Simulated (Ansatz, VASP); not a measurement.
# Zr in VASP and in Ansatz

```xyz
2
Lattice="3.2320 0.0000 0.0000 -1.6160 2.7990 0.0000 0.0000 0.0000 5.1470" Properties=species:S:1:pos:R:3 pbc="T T T"
Zr    1.6160    0.9330    3.8603
Zr    0.0000    1.8660    1.2868
```

Alike in both runs: task single point; functional LDA; k mesh 9 × 9 × 5; occupations fermi-dirac, width 0.05 eV; no spin polarisation.

|  | VASP | Ansatz |
| --- | --- | --- |
| version | VASP 6.6.1 | Ansatz 0.2.0 |
| potentials or method | VASP PAW LDA potentials, release 64 (Zr_sv), cutoff 520 eV | all-electron LAPW, scalar-relativistic |

Ansatz gave:

```
gap on the k mesh at the Fermi level (eV)                     : none
pressure (GPa)                                                : -6.1
traceless stress, the component that is largest in VASP (GPa) : 0.58
```

**Question.** Estimate VASP's values.

**Answer.** gap on the k mesh at the Fermi level (eV): none; pressure (GPa): -6.0; traceless stress, the component that is largest in VASP (GPa): 0.59.

LDA's correlation is that of Perdew and Zunger in VASP and of Perdew and Wang (1992) in Ansatz. A gap of «none» marks a metal or a gap that the smearing closes. Ansatz ran all-electron here, and VASP with PAW potentials.
